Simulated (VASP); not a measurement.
# Os (Fd-3m) in VASP: a series of runs

The runs below take Os through single point, relaxation of cell and atoms, with PBE.

Everything below comes from runs of VASP 6.6.1. Logs are shortened: lines on timing, memory, paths and dates and some standing lists are left out, and cuts for length are marked.

**1. The cell of the first run**

Symmetry: Fd-3m, No. 227, cubic system. The conventional cell has a = 5.555 Å, b = 5.555 Å, c = 5.555 Å, α = 90.00°, β = 90.00°, γ = 90.00°. Within 3.2 Å of Os (site symmetry -43m) lie 4 Os at 2.41 Å.

**2. Single point, PBE**

Input file INCAR:

```
ALGO = Normal
EDIFF = 1E-6
ENCUT = 520
GGA = PE
ISIF = 2
ISMEAR = -1
LASPH = T
LCHARG = F
LREAL = F
LWAVE = F
NBANDS = 15
NELM = 60
PREC = Accurate
SIGMA = 0.05
```

Input file KPOINTS:

```
k-points
0
Gamma
  7 7 7
```

Input file POSCAR:

```
Os
1.0
    0.0000000000      2.7776647402      2.7776647402
    2.7776647402      0.0000000000      2.7776647402
    2.7776647402      2.7776647402      0.0000000000
Os
2
Direct
    0.0000000000      0.0000000000      0.0000000000
    0.2500000000      0.2500000000      0.2500000000
```

Potentials or basis: VASP PAW PBE potentials, release 64 (Os).

Command:

```
$ cat potpaw_PBE.64/Os/POTCAR > POTCAR
$ mpirun -np 1 vasp_std > vasp.out
```

OUTCAR:

```text
EDIFF = 1E-6
   ENCUT = 520
   GGA = PE
   ISIF = 2
   ISMEAR = -1
   LASPH = T
   LREAL = F
   NELM = 60
   PREC = Accurate

 ion  position               nearest neighbor table
   1  0.000  0.000  0.000-   2 2.41   2 2.41   2 2.41   2 2.41
   2  0.250  0.250  0.250-   1 2.41   1 2.41   1 2.41   1 2.41

  LATTYP: Found a face centered cubic cell.
 ALAT       =     5.5553294804

  Lattice vectors:

 A1 = (   0.0000000000,   2.7776647402,   2.7776647402)
 A2 = (   2.7776647402,   0.0000000000,   2.7776647402)
 A3 = (   2.7776647402,   2.7776647402,   0.0000000000)

Analysis of symmetry for initial positions (statically):
=====================================================================
 Subroutine PRICEL returns:
 Original cell was already a primitive cell.

 Routine SETGRP: Setting up the symmetry group for a
 face centered cubic supercell.

 Subroutine GETGRP returns: Found 48 space group operations
 (whereof 24 operations were pure point group operations)
 out of a pool of 48 trial point group operations.

The static configuration has the point symmetry T_d .
 The point group associated with its full space group is O_h .

Analysis of symmetry for dynamics (positions and initial velocities):
=====================================================================
 Subroutine PRICEL returns:
 Original cell was already a primitive cell.

 Routine SETGRP: Setting up the symmetry group for a
 face centered cubic supercell.

 Subroutine GETGRP returns: Found 48 space group operations
 (whereof 24 operations were pure point group operations)
 out of a pool of 48 trial point group operations.

The dynamic configuration has the point symmetry T_d .
 The point group associated with its full space group is O_h .

 Subroutine INISYM returns: Found 48 space group operations
 (whereof 24 operations are pure point group operations),
 and found     1 'primitive' translations

----------------------------------------------------------------------------------------

                                     Primitive cell

  volume of cell :      42.8617

  direct lattice vectors                    reciprocal lattice vectors
     0.000000000  2.777664740  2.777664740    -0.180007325  0.180007325  0.180007325
     2.777664740  0.000000000  2.777664740     0.180007325 -0.180007325  0.180007325
     2.777664740  2.777664740  0.000000000     0.180007325  0.180007325 -0.180007325

  length of vectors
     3.928211147  3.928211147  3.928211147     0.311781833  0.311781833  0.311781833

  position of ions in fractional coordinates (direct lattice)
     0.000000000  0.000000000  0.000000000
     0.250000000  0.250000000  0.250000000

  ion indices of the primitive-cell ions
   primitive index   ion index
                 1           1
                 2           2

----------------------------------------------------------------------------------------

 KPOINTS: k-points

Automatic generation of k-mesh.
 Grid dimensions read from file:
 generate k-points for:    7    7    7

 Generating k-lattice:

  Cartesian coordinates                     Fractional coordinates (reciprocal lattice)
    -0.025715332  0.025715332  0.025715332     0.142857143  0.000000000  0.000000000
     0.025715332 -0.025715332  0.025715332     0.000000000  0.142857143  0.000000000
     0.025715332  0.025715332 -0.025715332     0.000000000  0.000000000  0.142857143

  Length of vectors
     0.044540262  0.044540262  0.044540262

  Shift w.r.t. Gamma in fractional coordinates (k-lattice)
     0.000000000  0.000000000  0.000000000

 Subroutine IBZKPT returns following result:
 ===========================================

 Found     20 irreducible k-points:

 Following reciprocal coordinates:
            Coordinates               Weight
  0.000000  0.000000  0.000000      1.000000
  0.142857  0.000000  0.000000      8.000000
  0.285714  0.000000  0.000000      8.000000
  0.428571  0.000000  0.000000      8.000000
  0.142857  0.142857  0.000000      6.000000
  0.285714  0.142857  0.000000     24.000000
[... 12 lines left out ...]
 -0.428571  0.428571  0.142857     24.000000
 -0.285714  0.428571  0.142857     24.000000
   k-points           NKPTS =     20   k-points in BZ     NKDIM =     20   number of bands    NBANDS=     15
   number of dos      NEDOS =    301   number of ions     NIONS =      2
   total plane-waves  NPLWV =  27000
   dimension x,y,z NGX =    30 NGY =   30 NGZ =   30
   dimension x,y,z NGXF=    60 NGYF=   60 NGZF=   60
   ions per type =               2
   NGX,Y,Z   is equivalent  to a cutoff of  12.70, 12.70, 12.70 a.u.
   NGXF,Y,Z  is equivalent  to a cutoff of  25.39, 25.39, 25.39 a.u.
 SYSTEM =  unknown system
   PREC   = accura    normal or accurate (medium, high low for compatibility)
   ISTART =      0    job   : 0-new  1-cont  2-samecut
   ICHARG =      2    charge: 1-file 2-atom 10-const
   ISPIN  =      1    spin polarized calculation?
   LNONCOLLINEAR =      F non collinear calculations
   LSORBIT =      F    spin-orbit coupling
   LASPH  =      T    aspherical Exc in radial PAW
   ENCUT  =  520.0 eV  38.22 Ry    6.18 a.u.   7.30  7.30  7.30*2*pi/ulx,y,z
   NELM   =     60;   NELMIN=  2; NELMDL= -5     # of ELM steps
   EDIFF  = 0.1E-05   stopping-criterion for ELM
   LREAL  =      F    real-space projection
   EDIFFG = 0.1E-04   stopping-criterion for IOM
   NSW    =      0    number of steps for IOM
   IBRION =     -1    ionic relax: 0-MD 1-quasi-New 2-CG
   NFREE  =      0    steps in history (QN), initial steepest desc. (CG)
   ISIF   =      2    stress and relaxation
   ISYM   =      2    0-nonsym 1-usesym 2-fastsym
   POTIM  = 0.5000    time-step for ionic-motion
   TEBEG  =    0.0;   TEEND  =   0.0 temperature during run
   PSTRESS=    0.0 pullay stress
   NELECT =      16.0000    total number of electrons
   NUPDOWN=      -1.0000    fix difference up-down
   EMIN   =  10.00;   EMAX   =-10.00  energy-range for DOS
   EFERMI =   0.00;   METHOD = LEGACY
   ISMEAR =    -1;   SIGMA  =   0.05  broadening in eV -4-tet -1-fermi 0-gaus
   EFERMI_NEDOS =   21; number of points for ismear=-14 and -15
   IALGO  =     38    algorithm
   IMIX   =      4    mixing-type and parameters
     AMIX     =   0.40;   BMIX     =  1.00
     AMIX_MAG =   1.60;   BMIX_MAG =  1.00
  volume/ion in A,a.u.               =      21.43       144.62
  Fermi-wavevector in a.u.,A,eV,Ry     =   1.178759  2.227531 18.904923  1.389473
  Thomas-Fermi vector in A             =   2.315082
   LORBIT       =      0    0 simple, 1 ext, 2 COOP (PROOUT), +10 PAW based schemes
   GGA     = PE    functional components
   LHFCALC =     F    Hartree Fock is set to
   AEXX    =    0.0000 exact exchange contribution
   IVDW    =     0    specifies the selected vdW correction
   LEPSILON=     F    determine dielectric tensor
   LRPA    =     F    only Hartree local field effects (RPA)
 non-spin polarized calculation
  energy-cutoff  :      520.00
  volume of cell :       42.86
 maximum number of plane-waves:      1173
 NGX is ok and might be reduce to    30
   NGX = 15   NGY = 15   NGZ = 15

 number of electron      16.0000001 magnetization

 Free energy of the ion-electron system (eV)
  ---------------------------------------------------
  ext. energy  EPLUGINS =         0.00000000
  ---------------------------------------------------
  free energy    TOTEN  =       -20.00814283 eV

  energy without entropy =      -19.99503338  energy(sigma->0) =      -20.00158810

 E-fermi :   4.3269     XC(G=0): -11.2267

 val. band max:        4.2527673590   @ k =  -0.1429   0.1429   0.0000
 cond. band min:       4.3621790697   @ k =   0.2857   0.1429   0.0000
 fundamental gap:      0.1094117107
 Fermi energy:         4.3269104210

 k-point     1 :       0.0000    0.0000    0.0000
  band No.  band energies     occupation
      1      -3.1703      2.00000
      2       0.2179      2.00000
      3       0.2179      2.00000
      4       0.8249      2.00000
      5       0.8249      2.00000
      6       0.8249      2.00000
      7       3.8261      1.99991
      8       3.8261      1.99991
      9       3.8261      1.99991
     10       6.8890      0.00000
     11       6.8890      0.00000
     12      15.6443      0.00000
     13      15.6981      0.00000
     14      17.1993      0.00000
     15      17.1993      0.00000

 k-point     2 :       0.1429    0.0000    0.0000
  band No.  band energies     occupation
      1      -2.8049      2.00000
      2       0.0616      2.00000
      3       0.0616      2.00000
      4       0.7785      2.00000
      5       1.1126      2.00000
      6       1.1126      2.00000
      7       3.4476      2.00000
      8       3.7905      1.99996
      9       3.7905      1.99996
     10       6.8515      0.00000
     11       6.8515      0.00000
     12      14.1417      0.00000
     13      15.2493      0.00000
     14      16.7782      0.00000
     15      16.7783      0.00000

 k-point     3 :       0.2857    0.0000    0.0000
  band No.  band energies     occupation
      1      -1.8599      2.00000
      2       0.0486      2.00000
      3       0.0486      2.00000
      4       0.6758      2.00000
      5       1.2378      2.00000
      6       1.2378      2.00000
      7       2.8048      2.00000
      8       4.0079      1.99661
      9       4.0079      1.99661
     10       6.6663      0.00000
     11       6.6663      0.00000
     12      10.5320      0.00000
     13      14.5185      0.00000
     14      15.2269      0.00000
     15      15.2269      0.00000
[... 271 lines left out ...]
 k-point    19 :      -0.4286    0.4286    0.1429
  band No.  band energies     occupation
      1      -0.6118      2.00000
      2      -0.3285      2.00000
      3       0.4118      2.00000
      4       0.7182      2.00000
      5       1.6214      2.00000
      6       2.0768      2.00000
      7       2.2312      2.00000
      8       3.6018      2.00000
      9       6.1299      0.00000
     10       6.3150      0.00000
     11       7.2332      0.00000
     12       8.1135      0.00000
     13       8.7306      0.00000
     14       9.2630      0.00000
     15      16.3885      0.00000

 k-point    20 :      -0.2857    0.4286    0.1429
  band No.  band energies     occupation
      1      -0.6244      2.00000
      2      -0.3833      2.00000
      3       0.5283      2.00000
      4       0.6335      2.00000
      5       1.6341      2.00000
      6       2.5345      2.00000
      7       2.6428      2.00000
      8       2.8876      2.00000
      9       6.3576      0.00000
     10       6.8141      0.00000
     11       6.9427      0.00000
     12       7.2318      0.00000
     13       8.2313      0.00000
     14       9.5472      0.00000
     15      16.9800      0.00000

------------------------ aborting loop because EDIFF is reached ----------------------------------------

  FORCE on cell =-STRESS in cart. coord.  units (eV):
  Direction    XX          YY          ZZ          XY          YZ          ZX
  --------------------------------------------------------------------------------------
  -------------------------------------------------------------------------------------
  Total       -0.3079247     -0.3079247     -0.3079247     -0.0000000     -0.0000000     -0.0000000
  in kB      -11.5102716    -11.5102716    -11.5102716     -0.0000000     -0.0000000     -0.0000000
  external PRESSURE =     -11.5102716 kB  Pullay stress =       0.0000000 kB

 VOLUME and BASIS-vectors are now :
 -----------------------------------------------------------------------------
  energy-cutoff  :      520.00
  volume of cell :       42.86
      direct lattice vectors                 reciprocal lattice vectors
     0.000000000  2.777664740  2.777664740    -0.180007325  0.180007325  0.180007325
     2.777664740  0.000000000  2.777664740     0.180007325 -0.180007325  0.180007325
     2.777664740  2.777664740  0.000000000     0.180007325  0.180007325 -0.180007325

 POSITION                                       TOTAL-FORCE (eV/Angst)
 -----------------------------------------------------------------------------------
      0.00000      0.00000      0.00000         0.000000      0.000000      0.000000
      1.38883      1.38883      1.38883        -0.000000     -0.000000     -0.000000
 -----------------------------------------------------------------------------------
    total drift:                                0.000000     -0.000000      0.000000

  FREE ENERGIE OF THE ION-ELECTRON SYSTEM (eV)
  ---------------------------------------------------
  free  energy   TOTEN  =       -20.0081428340 eV

  energy  without entropy=      -19.9950333759  energy(sigma->0) =      -20.00158810
```

It took 7.8 s on 1 thread of Intel Xeon Platinum 8488C (Sapphire Rapids), shared host; peak memory 0.16 GiB.

What came out:

- Free energy: -20.0081 eV
- Pressure: -1.2 GPa
- Band gap on the k mesh: zero (band 8 reaches 4.80 eV, above the bottom of band 9 at 3.79 eV)

Caveat: spin-orbit coupling is left out, which moves the levels of the heavy elements.

**3. Single point, PBE**

Input file INCAR:

```
SYSTEM = Os
PREC = Accurate
ENCUT = 520
EDIFF = 1E-6
ISMEAR = -1
SIGMA = 0.05
LREAL = .False.
LASPH = .True.
NELM = 60
ALGO = Normal
ISIF = 2
LWAVE = .False.
LCHARG = .True.
GGA = PE
LELF = .True.
LVHAR = .True.
NBANDS = 15
```

Input file KPOINTS:

```
Automatic mesh
0
Gamma
  7 7 7
  0 0 0
```

POSCAR is that of step 2.

Potentials or basis: VASP PAW PBE potentials, release 64 (Os).

Command:

```
$ cat potpaw_PBE.64/Os/POTCAR > POTCAR
$ mpirun -np 1 vasp_std > vasp.out
```

It took 8.4 s on 1 thread of Intel Xeon Platinum 8488C (Sapphire Rapids), shared host; peak memory 0.16 GiB.

The run converged. Its results:

| Quantity | Value |
| --- | --- |
| Free energy | -20.0081 eV |
| Pressure | -1.2 GPa |
| Band gap on the k mesh | zero (band 8 reaches 4.80 eV, above the bottom of band 9 at 3.79 eV) |

Levels at points of the mesh, in eV from the Fermi level:
```
           k point  band 6  band 7  band 8  band 9  band 10  band 11
(0.00, 0.00, 0.00)   -3.50   -0.50   -0.50   -0.50     2.56     2.56
```

Caveat: spin-orbit coupling is left out, which moves the levels of the heavy elements.

**4. Relaxation of cell and atoms, PBE**

This run uses another cell than the first one, of 18.19 Å³/atom, 0.849 times its volume.

Input file INCAR:

```
SYSTEM = Os
ALGO = Normal ; EDIFF = 1E-6
EDIFFG = -0.01 ; ENCUT = 600
GGA = PE ; IBRION = 2
ISIF = 3 ; ISMEAR = -1
LASPH = .TRUE. ; LCHARG = .FALSE.
LREAL = .FALSE. ; LWAVE = .FALSE.
NELM = 100 ; NSW = 80
PREC = Accurate ; SIGMA = 0.05
```

Input file KPOINTS:

```
k-points
0
G
  7 7 7
  0 0 0
```

Input file POSCAR:

```
Os
1.0
    0.0000000000      2.6300000000      2.6300000000
    2.6300000000      0.0000000000      2.6300000000
    2.6300000000      2.6300000000      0.0000000000
Os
2
Direct
    0.0000000000      0.0000000000      0.0000000000
    0.2500000000      0.2500000000      0.2500000000
```

Command:

```
$ cat potpaw_PBE.64/Os/POTCAR > POTCAR
$ mpirun -np 1 vasp_std > vasp.out
```

Wall time 29 s (1 thread of Intel Xeon Platinum 8488C (Sapphire Rapids), shared host); peak memory 0.17 GiB.

The run converged. Its results:

| Property | Result |
| --- | --- |
| Free energy | -20.0070 eV |
| Relaxed volume | 21.31 Å³/atom |
| Relaxed cell | a = 3.921 Å, b = 3.921 Å, c = 3.921 Å, α = 60.00°, β = 60.00°, γ = 60.00° |
| Space group after relaxing (to 0.05 Å) | Fd-3m (No. 227) |
| Energy gained by relaxing | 393.5 meV/atom |
| Ionic steps | 5 |
| Pressure after relaxing | 0.1 GPa |
| Band gap on the k mesh | zero (band 8 reaches 4.86 eV, above the bottom of band 9 at 3.84 eV) |

The path:
```
step  energy change (eV)  largest force (eV/Å)  pressure (GPa)  volume (Å³)
   1              0.0000                0.0000           46.58        36.38
   2              3.8662                0.0000          -29.76        71.94
   3             -0.7503                0.0000           -7.04        44.24
   4             -0.7854                0.0000           -1.54        42.95
   5             -0.7870                0.0000            0.06        42.62
```

Final structure:
```
Os
1.0
     0.00000    2.77243    2.77243
     2.77243    0.00000    2.77243
     2.77243    2.77243    0.00000
Os
2
Direct
  0.00000 0.00000 0.00000
  0.25000 0.25000 0.25000
```

Levels at points of the mesh, in eV from the Fermi level:
```
           k point  band 6  band 7  band 8  band 9  band 10  band 11
(0.00, 0.00, 0.00)   -3.52   -0.50   -0.50   -0.50     2.59     2.59
```

Caveat: the volume moved by over 15 % at a fixed basis, so the end points are rough; spin-orbit coupling is left out, which moves the levels of the heavy elements.

(Continued in part 2 of 2.)
